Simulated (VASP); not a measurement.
Set up this calculation in VASP 6.6.1, as the native input.

```
Task                   : single point
Functional             : PBE
Potentials or basis    : VASP PAW PBE potentials, release 64 (W_sv)
Cutoff                 : 520 eV
k mesh                 : 21 × 21 × 11
Occupations            : fermi-dirac, width 0.1 eV
Spin                   : no spin polarisation
Dipole correction      : no
Further INCAR settings : ALGO = Normal; EDIFF = 1e-07; NBANDS = 21
```

The structure of W lies in POSCAR:

```
W
1.0
    2.7774629407      0.0000000000      0.0000000000
   -1.3887314704      2.4053534647      0.0000000000
    0.0000000000      0.0000000000      4.9482337544
W
2
Direct
    0.3333333333      0.6666666667      0.2500000000
    0.6666666667      0.3333333333      0.7500000000
```

One way to write it, as run:

INCAR

```
SYSTEM = W
ALGO     = Normal         ! electronic algorithm
EDIFF    = 1E-7           ! SCF threshold, eV
ENCUT    = 520            ! plane-wave cutoff, eV
GGA      = PE             ! functional
ISIF     = 2              ! what is computed and relaxed
ISMEAR   = -1             ! smearing method
LASPH    = .TRUE.         ! aspherical terms in the spheres
LCHARG   = .TRUE.         ! write CHGCAR
LELF     = .TRUE.         ! ELF
LREAL    = .FALSE.        ! projectors in reciprocal space
LVHAR    = .TRUE.       
LWAVE    = .FALSE.        ! write WAVECAR
NBANDS   = 21             ! bands
NELM     = 100            ! most SCF steps
PREC     = Accurate       ! precision mode
SIGMA    = 0.1            ! smearing width, eV
```

KPOINTS

```
k-points
0
G
  21 21 11
  0 0 0
```

Potentials or basis: VASP PAW PBE potentials, release 64 (W_sv).

Run with:

```sh
$ cat potpaw_PBE.64/W_sv/POTCAR > POTCAR
$ mpirun -np 1 vasp_std > vasp.out
```

Results of the run:

```yaml
Pressure: 0.4 GPa
Band_gap_on_the_k_mesh: zero (band 14 reaches 11.87 eV, above the bottom of band 15 at 10.04 eV)
```

Caveat: spin-orbit coupling is left out, which moves the levels of the heavy elements.

It took 5.1 min on 1 thread of AMD EPYC 7R13 (shared host), peak memory 0.25 GiB.
